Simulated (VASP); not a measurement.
# BaTe (P-6m2) in VASP: notebook

Runs on BaTe. Level: PBE. Tasks: single point.

All numbers are computed with VASP 6.6.1; they aren't measurements. Logs are shortened: lines on timing, memory, paths and dates and some standing lists are left out, and cuts for length are marked.

## 1. The cell of the first run

It takes space group P-6m2 (No. 187, hexagonal). Conventional cell: a = 4.294 Å, b = 4.294 Å, c = 4.255 Å, α = 90.00°, β = 90.00°, γ = 120.00°. Ba (site symmetry -6m2) has 6 Te at 3.27 Å and 8 Ba at 4.25 to 4.29 Å within 4.3 Å. Within 4.3 Å of Te (site symmetry -6m2) lie 6 Ba at 3.27 Å and 8 Te at 4.25 to 4.29 Å.

## 2. Single point, PBE

INCAR reads:

```
SYSTEM = BaTe
PREC = Accurate
ENCUT = 520
EDIFF = 1E-6
ISMEAR = 0
SIGMA = 0.1
LREAL = .False.
LASPH = .True.
NELM = 80
ALGO = Normal
ISIF = 2
LWAVE = .False.
LCHARG = .False.
GGA = PE
NBANDS = 15
```

KPOINTS reads:

```
regular mesh
0
Gamma
  6 6 4
  0 0 0
```

POSCAR reads:

```
BaTe
1.0
    4.2940800600      0.0000000000      0.0000000000
   -2.1470400300      3.7187824200      0.0000000000
    0.0000000000      0.0000000000      4.2545410000
Ba Te
1 1
Direct
    0.3333333300      0.6666666700      0.5000000000
    0.0000000000      0.0000000000      0.0000000000
```

Potentials or basis: VASP PAW PBE potentials, release 64 (Ba_sv, Te).

Started as:

```sh
cat potpaw_PBE.64/Ba_sv/POTCAR potpaw_PBE.64/Te/POTCAR > POTCAR
mpirun -np 1 vasp_std > vasp.out
```

OUTCAR:

```text
SYSTEM = BaTe
   PREC = Accurate
   ENCUT = 520
   EDIFF = 1E-6
   ISMEAR = 0
   LREAL = .False.
   LASPH = .True.
   NELM = 80
   ISIF = 2
   GGA = PE

 ion  position               nearest neighbor table
   1  0.333  0.667  0.500-   2 3.27   2 3.27   2 3.27   2 3.27   2 3.27   2 3.27
   2  0.000  0.000  0.000-   1 3.27   1 3.27   1 3.27   1 3.27   1 3.27   1 3.27

  LATTYP: Found a hexagonal cell.
 ALAT       =     4.2940800600
 C/A-ratio  =     0.9907921931

  Lattice vectors:

 A1 = (   4.2940800600,   0.0000000000,   0.0000000000)
 A2 = (  -2.1470400300,   3.7187824200,   0.0000000000)
 A3 = (   0.0000000000,   0.0000000000,   4.2545410000)

Analysis of symmetry for initial positions (statically):
=====================================================================
 Subroutine PRICEL returns:
 Original cell was already a primitive cell.

 Routine SETGRP: Setting up the symmetry group for a
 hexagonal supercell.

 Subroutine GETGRP returns: Found 12 space group operations
 (whereof 12 operations were pure point group operations)
 out of a pool of 24 trial point group operations.

The static configuration has the point symmetry D_3h.

Analysis of symmetry for dynamics (positions and initial velocities):
=====================================================================
 Subroutine PRICEL returns:
 Original cell was already a primitive cell.

 Routine SETGRP: Setting up the symmetry group for a
 hexagonal supercell.

 Subroutine GETGRP returns: Found 12 space group operations
 (whereof 12 operations were pure point group operations)
 out of a pool of 24 trial point group operations.

The dynamic configuration has the point symmetry D_3h.

 Subroutine INISYM returns: Found 12 space group operations
 (whereof 12 operations are pure point group operations),
 and found     1 'primitive' translations

----------------------------------------------------------------------------------------

                                     Primitive cell

  volume of cell :      67.9397

  direct lattice vectors                    reciprocal lattice vectors
     4.294080060  0.000000000  0.000000000     0.232878751  0.134452609  0.000000000
    -2.147040030  3.718782420  0.000000000     0.000000000  0.268905219  0.000000000
     0.000000000  0.000000000  4.254541000     0.000000000  0.000000000  0.235042981

  length of vectors
     4.294080060  4.294080062  4.254541000     0.268905219  0.268905219  0.235042981

  position of ions in fractional coordinates (direct lattice)
     0.333333330  0.666666670  0.500000000
     0.000000000  0.000000000  0.000000000

  ion indices of the primitive-cell ions
   primitive index   ion index
                 1           1
                 2           2

----------------------------------------------------------------------------------------

 KPOINTS: regular mesh

Automatic generation of k-mesh.
 Grid dimensions read from file:
 generate k-points for:    6    6    4

 Generating k-lattice:

  Cartesian coordinates                     Fractional coordinates (reciprocal lattice)
     0.038813125  0.022408768  0.000000000     0.166666667  0.000000000  0.000000000
     0.000000000  0.044817536  0.000000000     0.000000000  0.166666667  0.000000000
     0.000000000  0.000000000  0.058760745     0.000000000  0.000000000  0.250000000

  Length of vectors
     0.044817536  0.044817536  0.058760745

  Shift w.r.t. Gamma in fractional coordinates (k-lattice)
     0.000000000  0.000000000  0.000000000

 Subroutine IBZKPT returns following result:
 ===========================================

 Found     21 irreducible k-points:

 Following reciprocal coordinates:
            Coordinates               Weight
  0.000000  0.000000  0.000000      1.000000
  0.166667 -0.000000  0.000000      6.000000
  0.333333 -0.000000  0.000000      6.000000
  0.500000 -0.000000  0.000000      3.000000
  0.166667  0.166667  0.000000      6.000000
  0.333333  0.166667  0.000000     12.000000
[... 13 lines left out ...]
  0.333333  0.166667  0.500000     12.000000
  0.333333  0.333333  0.500000      2.000000
   k-points           NKPTS =     21   k-points in BZ     NKDIM =     21   number of bands    NBANDS=     15
   number of dos      NEDOS =    301   number of ions     NIONS =      2
   total plane-waves  NPLWV =  32768
   dimension x,y,z NGX =    32 NGY =   32 NGZ =   32
   dimension x,y,z NGXF=    64 NGYF=   64 NGZF=   64
   ions per type =               1   1
   NGX,Y,Z   is equivalent  to a cutoff of  12.39, 12.39, 12.50 a.u.
   NGXF,Y,Z  is equivalent  to a cutoff of  24.78, 24.78, 25.01 a.u.
 SYSTEM =  BaTe
   PREC   = accura    normal or accurate (medium, high low for compatibility)
   ISTART =      0    job   : 0-new  1-cont  2-samecut
   ICHARG =      2    charge: 1-file 2-atom 10-const
   ISPIN  =      1    spin polarized calculation?
   LNONCOLLINEAR =      F non collinear calculations
   LSORBIT =      F    spin-orbit coupling
[... 31 lines left out ...]
   IVDW    =     0    specifies the selected vdW correction
   LEPSILON=     F    determine dielectric tensor
   LRPA    =     F    only Hartree local field effects (RPA)
 non-spin polarized calculation
 Gauss-broadening in eV      SIGMA  =   0.10
  energy-cutoff  :      520.00
  volume of cell :       67.94
 maximum number of plane-waves:      1852
 NGX is ok and might be reduce to    32
   NGX = 15   NGY = 15   NGZ = 15

 number of electron      15.9999999 magnetization

 Free energy of the ion-electron system (eV)
  ---------------------------------------------------
  ext. energy  EPLUGINS =         0.00000000
  ---------------------------------------------------
  free energy    TOTEN  =        -7.70981519 eV

  energy without entropy =       -7.70981519  energy(sigma->0) =       -7.70981519

 E-fermi :   4.6495     XC(G=0):  -9.1946

 val. band max:        4.2197962525   @ k =   0.0000   0.0000   0.0000
 cond. band min:       5.0959488356   @ k =   0.0000   0.0000   0.0000
 fundamental gap:      0.8761525831
 Fermi energy:         4.6495359610

 k-point     1 :       0.0000    0.0000    0.0000
  band No.  band energies     occupation
      1     -22.7428      2.00000
      2      -7.9236      2.00000
      3      -7.8739      2.00000
      4      -7.8739      2.00000
      5      -6.0756      2.00000
      6       3.5980      2.00000
      7       3.5980      2.00000
      8       4.2198      2.00000
      9       5.0959      0.00000
     10       7.7532      0.00000
     11       9.3341      0.00000
     12       9.3341      0.00000
     13       9.4747      0.00000
     14       9.4747      0.00000
     15      12.0105      0.00000

 k-point     2 :       0.1667   -0.0000    0.0000
  band No.  band energies     occupation
      1     -22.7278      2.00000
      2      -8.2245      2.00000
      3      -7.9169      2.00000
      4      -7.8865      2.00000
      5      -5.6830      2.00000
      6       2.8188      2.00000
      7       3.7277      2.00000
      8       3.8658      2.00000
      9       5.4743      0.00000
     10       8.3129      0.00000
     11       9.0463      0.00000
     12       9.2562      0.00000
     13       9.3373      0.00000
     14       9.8348      0.00000
     15      12.1847      0.00000

 k-point     3 :       0.3333   -0.0000    0.0000
  band No.  band energies     occupation
      1     -22.6974      2.00000
      2      -8.7224      2.00000
      3      -8.0006      2.00000
      4      -7.8105      2.00000
      5      -5.0787      2.00000
      6       1.8091      2.00000
      7       3.2841      2.00000
      8       3.9373      2.00000
      9       5.6548      0.00000
     10       8.2827      0.00000
     11       8.8955      0.00000
     12       9.8070      0.00000
     13       9.9635      0.00000
     14      10.4023      0.00000
     15      13.1194      0.00000
[... 289 lines left out ...]
 k-point    20 :       0.3333    0.1667    0.5000
  band No.  band energies     occupation
      1     -22.6501      2.00000
      2      -8.3932      2.00000
      3      -8.3928      2.00000
      4      -8.0314      2.00000
      5      -5.3612      2.00000
      6       1.8225      2.00000
      7       2.2473      2.00000
      8       3.4638      2.00000
      9       6.7869      0.00000
     10       9.2375      0.00000
     11      10.2330      0.00000
     12      11.0730      0.00000
     13      11.4142      0.00000
     14      11.7377      0.00000
     15      12.6360      0.00000

 k-point    21 :       0.3333    0.3333    0.5000
  band No.  band energies     occupation
      1     -22.6432      2.00000
      2      -8.3380      2.00000
      3      -8.2843      2.00000
      4      -8.1915      2.00000
      5      -5.4927      2.00000
      6       1.3939      2.00000
      7       2.4504      2.00000
      8       3.7293      2.00000
      9       7.2001      0.00000
     10       9.6833      0.00000
     11       9.8846      0.00000
     12      11.3765      0.00000
     13      11.7667      0.00000
     14      11.8036      0.00000
     15      12.3326      0.00000

------------------------ aborting loop because EDIFF is reached ----------------------------------------

  FORCE on cell =-STRESS in cart. coord.  units (eV):
  Direction    XX          YY          ZZ          XY          YZ          ZX
  --------------------------------------------------------------------------------------
  -------------------------------------------------------------------------------------
  Total        5.3736205      5.3736205      5.2048856      0.0000000     -0.0000000     -0.0000000
  in kB      126.7225652    126.7225653    122.7434013      0.0000000     -0.0000000     -0.0000000
  external PRESSURE =     125.3961772 kB  Pullay stress =       0.0000000 kB

 VOLUME and BASIS-vectors are now :
 -----------------------------------------------------------------------------
  energy-cutoff  :      520.00
  volume of cell :       67.94
      direct lattice vectors                 reciprocal lattice vectors
     4.294080060  0.000000000  0.000000000     0.232878751  0.134452609  0.000000000
    -2.147040030  3.718782420  0.000000000     0.000000000  0.268905219  0.000000000
     0.000000000  0.000000000  4.254541000     0.000000000  0.000000000  0.235042981

 POSITION                                       TOTAL-FORCE (eV/Angst)
 -----------------------------------------------------------------------------------
     -0.00000      2.47919      2.12727         0.000000     -0.000000      0.000000
      0.00000      0.00000      0.00000        -0.000000      0.000000      0.000000
 -----------------------------------------------------------------------------------
    total drift:                                0.000012     -0.000007     -0.000000

  FREE ENERGIE OF THE ION-ELECTRON SYSTEM (eV)
  ---------------------------------------------------
  free  energy   TOTEN  =        -7.7098151905 eV

  energy  without entropy=       -7.7098151905  energy(sigma->0) =       -7.70981519
```

Run time: 10 s. Hardware: 1 thread of Intel Xeon Platinum 8488C (Sapphire Rapids), shared host; peak memory 0.18 GiB.

Results:

```yaml
Free_energy: -7.7098 eV
Pressure: 12.5 GPa
Band_gap_on_the_k_mesh: 0.88 eV, direct
```

Stress tensor (GPa, compression positive):
```
12.67  0.00  0.00
 0.00 12.67  0.00
 0.00  0.00 12.27
```

Caveat: spin-orbit coupling is left out, which moves the levels of the heavy elements. A k mesh can miss the band edges.

## 3. Single point, PBE

This run uses another cell than the first one, of 43.72 Å³/atom, 1.287 times its volume.

INCAR reads:

```
ALGO = Normal
EDIFF = 1E-6
ENCUT = 520
GGA = PE
ISIF = 2
ISMEAR = 0
LASPH = True
LCHARG = True
LELF = True
LREAL = False
LVHAR = True
LWAVE = False
NBANDS = 15
NELM = 100
PREC = Accurate
SIGMA = 0.1
```

KPOINTS reads:

```
k-points
0
Gamma
  6 6 4
```

POSCAR reads:

```
BaTe
1.0
    4.7855588675      0.0000000000      0.0000000000
   -2.3927794338      4.1444155506      0.0000000000
    0.0000000000      0.0000000000      4.4091871753
Ba Te
1 1
Direct
    0.3333333333      0.6666666667      0.5000000000
    0.0000000000      0.0000000000      0.0000000000
```

Potentials or basis: VASP PAW PBE potentials, release 64 (Ba_sv, Te).

Started as:

```sh
cat potpaw_PBE.64/Ba_sv/POTCAR potpaw_PBE.64/Te/POTCAR > POTCAR
mpirun -np 1 vasp_std > vasp.out
```

Run time: 20 s. Hardware: 1 thread of Intel Xeon Platinum 8488C (Sapphire Rapids), shared host; peak memory 0.21 GiB.

Results (log left out):

```
Free energy            : -8.3816 eV
Pressure               : 0.6 GPa
Band gap on the k mesh : 1.46 eV, direct
```

Levels at points of the mesh, in eV from the valence-band top:
```tsv
k point	band 5	band 6	band 7	band 8	band 9	band 10	band 11	band 12
(0.00, 0.00, 0.00)	-9.75	-0.70	-0.70	0.00	1.46	2.45	4.55	4.55
(0.50, 0.00, 0.00)	-9.20	-2.25	-0.57	-0.50	1.62	4.29	4.55	4.87
(0.00, 0.00, 0.50)	-9.00	-2.63	-0.48	-0.48	2.94	2.94	3.82	3.82
(0.50, 0.00, 0.50)	-9.31	-1.87	-1.47	-1.15	2.53	4.07	5.15	5.78
```

Caveat: spin-orbit coupling is left out, which moves the levels of the heavy elements. A k mesh can miss the band edges.

## 4. Single point, PBE (volume scaled by 0.88, then relaxed in part)

INCAR reads:

```
  ALGO = Normal
  EDIFF = 1E-7
  ENCUT = 520
  GGA = PE
  ISIF = 2
  ISMEAR = 0
  LASPH = T
  LCHARG = F
  LREAL = F
  LWAVE = F
  NBANDS = 15
  NELM = 80
  PREC = Accurate
  SIGMA = 0.02
```

KPOINTS reads:

```
k-points
0
Gamma
  9 9 6
```

POSCAR reads:

```
BaTe
1.0
    4.5689778264      0.0000000000      0.0000000000
   -2.2844889132      3.9568508670      0.0000000000
    0.0000000000      0.0000000000      4.2944132348
Ba Te
1 1
Direct
    0.3333333333      0.6666666667      0.5000000000
    0.0000000000      0.0000000000      0.0000000000
```

Started as:

```sh
cat potpaw_PBE.64/Ba_sv/POTCAR potpaw_PBE.64/Te/POTCAR > POTCAR
mpirun -np 1 vasp_std > vasp.out
```

Run time: 35 s. Hardware: 1 thread of Intel Xeon Platinum 8488C (Sapphire Rapids), shared host; peak memory 0.22 GiB.

Results (log left out):

* Free energy: -8.2303 eV
* Pressure: 5.0 GPa
* Band gap on the k mesh: 1.22 eV, direct

Stress tensor (GPa, compression positive):
```
4.97 0.00 0.00
0.00 4.97 0.00
0.00 0.00 5.09
```

Levels at points of the mesh, in eV from the valence-band top:
```tsv
k point	band 4	band 5	band 6	band 7	band 8	band 9	band 10	band 11	band 12	band 13
(0.00, 0.00, 0.00)	-12.31	-10.03	-0.77	-0.77	0.00	1.22	2.87	4.82	4.82	4.99
(0.00, 0.00, 0.50)	-12.33	-8.91	-2.95	-0.52	-0.52	2.94	2.94	3.96	3.96	4.77
```

Caveat: the cell differs from its parent crystal (volume scaled by 0.88, then relaxed in part); spin-orbit coupling is left out, which moves the levels of the heavy elements.

## 5. Single point, PBE (volume scaled by 0.91, then relaxed in part)

INCAR reads:

```
ALGO     = Normal         # electronic algorithm
EDIFF    = 1E-6           # SCF threshold, eV
ENCUT    = 520            # plane-wave cutoff, eV
GGA      = PE             # functional
ISIF     = 2              # what is computed and relaxed
ISMEAR   = 0              # smearing method
LASPH    = T              # aspherical terms in the spheres
LCHARG   = F              # write CHGCAR
LREAL    = F              # projectors in reciprocal space
LWAVE    = F              # write WAVECAR
NBANDS   = 15             # bands
NELM     = 100            # most SCF steps
PREC     = Accurate       # precision mode
SIGMA    = 0.02           # smearing width, eV
```

KPOINTS is that of step 4.

POSCAR reads:

```
BaTe
1.0
    4.6316720888      0.0000000000      0.0000000000
   -2.3158360444      4.0111456909      0.0000000000
    0.0000000000      0.0000000000      4.3214057348
Ba Te
1 1
Direct
    0.3333333333      0.6666666667      0.5000000000
    0.0000000000      0.0000000000      0.0000000000
```

Started as:

```sh
cat potpaw_PBE.64/Ba_sv/POTCAR potpaw_PBE.64/Te/POTCAR > POTCAR
mpirun -np 1 vasp_std > vasp.out
```

Wall time 33 s (1 thread of Intel Xeon Platinum 8488C (Sapphire Rapids), shared host); peak memory 0.22 GiB.

Results (log left out):

- Free energy: -8.3005 eV
- Pressure: 3.6 GPa
- Band gap on the k mesh: 1.29 eV, direct

Stress tensor (GPa, compression positive):
```
3.53 0.00 0.00
0.00 3.53 0.00
0.00 0.00 3.64
```

Levels at points of the mesh, in eV from the valence-band top:
| k point | band 4 | band 5 | band 6 | band 7 | band 8 | band 9 | band 10 | band 11 | band 12 | band 13 |
| --- | --- | --- | --- | --- | --- | --- | --- | --- | --- | --- |
| (0.00, 0.00, 0.00) | -12.37 | -9.95 | -0.76 | -0.76 | 0.00 | 1.29 | 2.74 | 4.75 | 4.75 | 4.92 |
| (0.00, 0.00, 0.50) | -12.40 | -8.95 | -2.87 | -0.52 | -0.52 | 2.94 | 2.94 | 3.91 | 3.91 | 4.73 |

Caveat: the cell differs from its parent crystal (volume scaled by 0.91, then relaxed in part); spin-orbit coupling is left out, which moves the levels of the heavy elements.

## 6. Single point, PBE (volume scaled by 0.94, then relaxed in part)

INCAR reads:

```
SYSTEM = BaTe
PREC = Accurate ; ENCUT = 520
EDIFF = 1E-6 ; ISMEAR = 0
SIGMA = 0.02 ; LREAL = .FALSE.
LASPH = .TRUE. ; NELM = 80
ALGO = Normal ; ISIF = 2
LWAVE = .FALSE. ; LCHARG = .FALSE.
GGA = PE ; NBANDS = 15
```

KPOINTS reads:

```
Automatic mesh
0
G
  9 9 6
  0 0 0
```

POSCAR reads:

```
BaTe
1.0
    4.6920492615      0.0000000000      0.0000000000
   -2.3460246308      4.0634338563      0.0000000000
    0.0000000000      0.0000000000      4.3497268824
Ba Te
1 1
Direct
    0.3333333333      0.6666666667      0.5000000000
    0.0000000000      0.0000000000      0.0000000000
```

Potentials or basis: VASP PAW PBE potentials, release 64 (Ba_sv, Te).

Started as:

```sh
cat potpaw_PBE.64/Ba_sv/POTCAR potpaw_PBE.64/Te/POTCAR > POTCAR
mpirun -np 1 vasp_std > vasp.out
```

Run time: 34 s. Hardware: 1 thread of Intel Xeon Platinum 8488C (Sapphire Rapids), shared host; peak memory 0.22 GiB.

The run converged. Its results:

- Free energy: -8.3487 eV
- Pressure: 2.3 GPa
- Band gap on the k mesh: 1.36 eV, direct

Stress tensor (GPa, compression positive):
```
2.29 0.00 0.00
0.00 2.29 0.00
0.00 0.00 2.39
```

Levels at points of the mesh, in eV from the valence-band top:
| k point | band 5 | band 6 | band 7 | band 8 | band 9 | band 10 | band 11 | band 12 |
| --- | --- | --- | --- | --- | --- | --- | --- | --- |
| (0.00, 0.00, 0.00) | -9.88 | -0.75 | -0.75 | 0.00 | 1.36 | 2.62 | 4.67 | 4.67 |
| (0.00, 0.00, 0.50) | -8.98 | -2.78 | -0.52 | -0.52 | 2.94 | 2.94 | 3.87 | 3.87 |

Caveat: the cell differs from its parent crystal (volume scaled by 0.94, then relaxed in part); spin-orbit coupling is left out, which moves the levels of the heavy elements.

## 7. The runs side by side

| cell | k mesh | smearing | gap on the mesh (eV) | pressure (GPa) |
| --- | --- | --- | --- | --- |
| a = 4.294, b = 4.294, c = 4.255 Å, angles 90.0, 90.0, 120.0°, 2 atoms | 6 × 6 × 4 | gaussian 0.1 eV | 0.88 | 12.5 |
| a = 4.786, b = 4.786, c = 4.409 Å, angles 90.0, 90.0, 120.0°, 2 atoms | 6 × 6 × 4 | gaussian 0.1 eV | 1.46 | 0.6 |
| a = 4.569, b = 4.569, c = 4.294 Å, angles 90.0, 90.0, 120.0°, 2 atoms | 9 × 9 × 6 | gaussian 0.02 eV | 1.22 | 5.0 |
| a = 4.632, b = 4.632, c = 4.321 Å, angles 90.0, 90.0, 120.0°, 2 atoms | 9 × 9 × 6 | gaussian 0.02 eV | 1.29 | 3.6 |
| a = 4.692, b = 4.692, c = 4.350 Å, angles 90.0, 90.0, 120.0°, 2 atoms | 9 × 9 × 6 | gaussian 0.02 eV | 1.36 | 2.3 |

Alike in all rows: task single point; level PBE; potentials or basis VASP PAW PBE potentials, release 64 (Ba_sv, Te); no spin polarisation; cutoff (eV) 520.

Caveats: spin-orbit coupling is left out, which moves the levels of the heavy elements.

Total energies depend on the potentials used, so only differences within one code and one set of settings carry meaning.
